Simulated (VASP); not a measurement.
Write the native input for VASP 6.6.1 that does the following.

| Quantity | Value |
| --- | --- |
| Task | single point |
| Functional | PBE |
| Potentials or basis | VASP PAW PBE potentials, release 64 (Mg, Sn_d, N) |
| Cutoff | 520 eV |
| k mesh | 6 × 6 × 6 |
| Occupations | gaussian, width 0.1 eV |
| Spin | no spin polarisation |
| Dipole correction | no |
| Further INCAR settings | ALGO = Normal; EDIFF = 1e-06; NBANDS = 24 |

The structure of Mg3SnN2 lies in POSCAR:

```
Mg3SnN2
1.0
    2.6706541300      1.5419028800      4.2051928300
   -2.6706541300      1.5419028800      4.2051928300
    0.0000000000     -3.0838057600      4.2051928300
Mg Sn N
3 1 2
Direct
    0.0000000000      0.5000000000      0.0000000000
    0.5000000000      0.0000000000      0.0000000000
    0.0000000000      0.0000000000      0.5000000000
    0.0000000000      0.0000000000      0.0000000000
    0.6257190100      0.6257190100      0.6257190100
    0.3742809900      0.3742809900      0.3742809900
```

The cell was generated, and may not be a known phase.

One way to write it, as run:

INCAR

```
SYSTEM = Mg3SnN2
PREC = Accurate ; ENCUT = 520
EDIFF = 1E-6 ; ISMEAR = 0
SIGMA = 0.1 ; LREAL = .False.
LASPH = .True. ; NELM = 80
ALGO = Normal ; ISIF = 2
LWAVE = .False. ; LCHARG = .False.
GGA = PE ; NBANDS = 24
```

KPOINTS

```
Automatic mesh
0
Gamma
  6 6 6
  0 0 0
```

Potentials or basis: VASP PAW PBE potentials, release 64 (Mg, Sn_d, N).

Command:

```console
$ cat potpaw_PBE.64/Mg/POTCAR potpaw_PBE.64/Sn_d/POTCAR potpaw_PBE.64/N/POTCAR > POTCAR
$ mpirun -np 1 vasp_std > vasp.out
```

It gave:

```yaml
Pressure: 3.1 GPa
Largest_force: 0.387 eV/Å
Band_gap_on_the_k_mesh: zero (bands 15 and 16 overlap by 0.75 eV)
```

Caveat: the cell stands under pressure; spin-orbit coupling is left out, which moves the levels of the heavy elements.

Wall time 50 s on 1 thread of Intel(R) Xeon(R) 6975P-C (Granite Rapids), on a shared host, peak memory 0.27 GiB.
